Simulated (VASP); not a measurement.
Write the native input for VASP 6.6.1 that does the following.

```
Task                   : single point
Functional             : PBE
Potentials or basis    : VASP PAW PBE potentials, release 64 (In_d)
Cutoff                 : 520 eV
k mesh                 : 13 × 13 × 7
Occupations            : fermi-dirac, width 0.08 eV
Spin                   : no spin polarisation
Dipole correction      : no
Further INCAR settings : ALGO = Normal; EDIFF = 1e-07; NBANDS = 20
```

The structure of In lies in POSCAR:

```
In
1.0
    3.3798449654      0.0000000000      0.0000000000
   -1.6899224827      2.9270316009      0.0000000000
    0.0000000000      0.0000000000      5.3354330867
In
2
Direct
    0.3333333333      0.6666666667      0.2500000000
    0.6666666667      0.3333333333      0.7500000000
```

The input as run:

INCAR

```
SYSTEM = In
ALGO = Normal
EDIFF = 1E-7
ENCUT = 520
GGA = PE
ISIF = 2
ISMEAR = -1
LASPH = .TRUE.
LCHARG = .TRUE.
LELF = .TRUE.
LREAL = .FALSE.
LVHAR = .TRUE.
LWAVE = .FALSE.
NBANDS = 20
NELM = 100
PREC = Accurate
SIGMA = 0.08
```

KPOINTS

```
k-points
0
G
  13 13 7
  0 0 0
```

Potentials or basis: VASP PAW PBE potentials, release 64 (In_d).

Run with:

```console
$ cat potpaw_PBE.64/In_d/POTCAR > POTCAR
$ mpirun -np 1 vasp_std > vasp.out
```

Results of the run:

| Item | Value |
| --- | --- |
| Pressure | 1.9 GPa |
| Band gap on the k mesh | zero (band 13 reaches 10.42 eV, above the bottom of band 14 at 5.31 eV) |

Caveat: spin-orbit coupling is left out, which moves the levels of the heavy elements.

Run time: 31 s on 1 thread of Intel(R) Xeon(R) 6975P-C (Granite Rapids), on a shared host, peak memory 0.22 GiB.
